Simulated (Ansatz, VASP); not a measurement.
H in VASP and in Ansatz

The input INCAR:

```
SYSTEM = H
PREC = Accurate
ENCUT = 520
EDIFF = 1E-6
ISMEAR = -1
SIGMA = 0.05
LREAL = .FALSE.
LASPH = .TRUE.
NELM = 80
ALGO = Normal
ISIF = 2
LWAVE = .FALSE.
LCHARG = .FALSE.
GGA = PE
NBANDS = 8
```

File KPOINTS:

```
Automatic mesh
0
G
  17 17 9
  0 0 0
```

The input POSCAR:

```
H
1.0
    1.8931859138      0.0000000000      0.0000000000
   -0.9465929569      1.6395470954      0.0000000000
    0.0000000000      0.0000000000      1.8661603132
H
2
Direct
    0.3333333333      0.6666666667      0.2500000000
    0.6666666667      0.3333333333      0.7500000000
```

Input for Ansatz:

```yaml
crystal:
  lattice:
    - [1.8931859138, 0.0, 0.0]
    - [-0.9465929569, 1.6395470954, 0.0]
    - [0.0, 0.0, 1.8661603132]
  atoms:
    - { symbol: H, position: [0.3333333333, 0.6666666667, 0.25] }
    - { symbol: H, position: [0.6666666667, 0.3333333333, 0.75] }
kpoints:
  mp_grid: { grid: [17, 17, 9] }
scf:
  occupations: { method: fermi_dirac, width: 0.05 }
hamiltonian:
  xc: pbe
  pseudopotentials: { kind: all_electron, lapw: { basis_error: 0.0005 } }
output:
  forces: true
  stress: true
  eigenvalues: true
```

Change from the starting cell: volume scaled by 0.9405.

Alike in both runs: task single point; functional PBE; k mesh 17 × 17 × 9; occupations fermi-dirac, width 0.05 eV; no spin polarisation.

```csv
,VASP,Ansatz
version,VASP 6.6.1,Ansatz 0.2.0
potentials or method,"VASP PAW PBE potentials, release 64 (H), cutoff 520 eV","all-electron LAPW, scalar-relativistic"
```

|  | VASP | Ansatz | Ansatz less VASP |
| --- | --- | --- | --- |
| pressure (GPa) | 6.5 | 6.9 | +0.42 |
| traceless stress, the component that is largest in VASP (GPa) | 0.24 | 0.20 | -0.040 |

Ansatz ran all-electron here, and VASP with PAW potentials.

The k mesh is coarse, so the values compare programs but aren't converged.
